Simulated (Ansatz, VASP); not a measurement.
## Two plane-wave programs on CuO

The input INCAR:

```
SYSTEM = CuO
  ALGO = Normal
  EDIFF = 1E-6
  ENCUT = 700
  GGA = PS
  GGA_COMPAT = .FALSE.
  ISIF = 2
  ISMEAR = -1
  LASPH = .TRUE.
  LCHARG = .TRUE.
  LDAU = .TRUE.
  LDAUJ = 0 0
  LDAUL = 2 -1
  LDAUPRINT = 1
  LDAUTYPE = 2
  LDAUU = 4.5 0
  LELF = .TRUE.
  LMAXMIX = 4
  LREAL = .FALSE.
  LVHAR = .TRUE.
  LWAVE = .FALSE.
  NBANDS = 20
  NELM = 200
  PREC = Accurate
  SIGMA = 0.05
```

File KPOINTS:

```
k-points
0
G
  11 11 11
  0 0 0
```

Contents of POSCAR:

```
CuO
1.0
    0.0000000000      2.1165600000      2.1165600000
    2.1165600000      0.0000000000      2.1165600000
    2.1165600000      2.1165600000      0.0000000000
Cu O
1 1
Direct
    0.0294977200      0.0281008700      0.9080259900
    0.4705022800      0.4718991300      0.5919740100
```

input.yaml

```yaml
crystal:
  lattice:
    - [0.0, 2.11656, 2.11656]
    - [2.11656, 0.0, 2.11656]
    - [2.11656, 2.11656, 0.0]
  atoms:
    - { symbol: Cu, position: [0.02949772, 0.02810087, 0.90802599] }
    - { symbol: O, position: [0.47050228, 0.47189913, 0.59197401] }
hamiltonian:
  xc: pbesol
  pseudopotentials: { kind: paw }
  hubbard: { sites: [{ species: Cu, l: d, u_eff: 4.5 }] }
kpoints:
  mp_grid: { grid: [11, 11, 11] }
  band_path:
    path:
      - [[0.0, 0.0, 0.0], [0.5, 0.0, 0.5], [0.5, 0.25, 0.75], [0.375, 0.375, 0.75], [0.0, 0.0, 0.0], [0.5, 0.5, 0.5], [0.625, 0.25, 0.625], [0.5, 0.25, 0.75], [0.5, 0.5, 0.5], [0.375, 0.375, 0.75]]
      - [[0.625, 0.25, 0.625], [0.5, 0.0, 0.5]]
    npoints: 14
scf:
  occupations: { method: fermi_dirac, width: 0.05 }
  n_extra_bands: 6
output:
  forces: true
  stress: true
  eigenvalues: true
  fatbands: false
  write_density: true
  write_potential: true
  elf: true
  volumetric_format: npy
```

Alike in both runs: functional PBEsol; k mesh 11 × 11 × 11; occupations fermi-dirac, width 0.05 eV; no spin polarisation; Hubbard terms Cu d U = 4.5 eV.

|  | VASP | Ansatz |
| --- | --- | --- |
| version | VASP 6.6.1 | Ansatz 0.2.0 |
| potentials or method | VASP PAW PBE potentials, release 64 (Cu_sv_GW, O) | Ansatz PAW |
| plane-wave cutoff (eV) | 700 | 420 |
| valence electrons in the cell | 25 | 25 |
| task | single point | band structure |

Ansatz gave:

| Item | Value |
| --- | --- |
| gap on the k mesh at the Fermi level (eV) | none |
| pressure (GPa) | 11.3 |
| traceless stress, the component that is largest in VASP (GPa) | -4.26 |
| rms of the force components (eV/Å) | 0.617 |

**Question.** What did VASP give for the same quantities?

**Answer.** gap on the k mesh at the Fermi level (eV): none; pressure (GPa): 4.8; traceless stress, the component that is largest in VASP (GPa): -3.38; rms of the force components (eV/Å): 0.504.

VASP's potentials were made for PBE, not for PBEsol. The programs project onto different local orbitals, so the same U acts differently, and such runs can settle in different states. Atom by atom the forces differ by 0.114 eV/Å (rms over components). A gap of «none» marks a metal or a gap that the smearing closes.
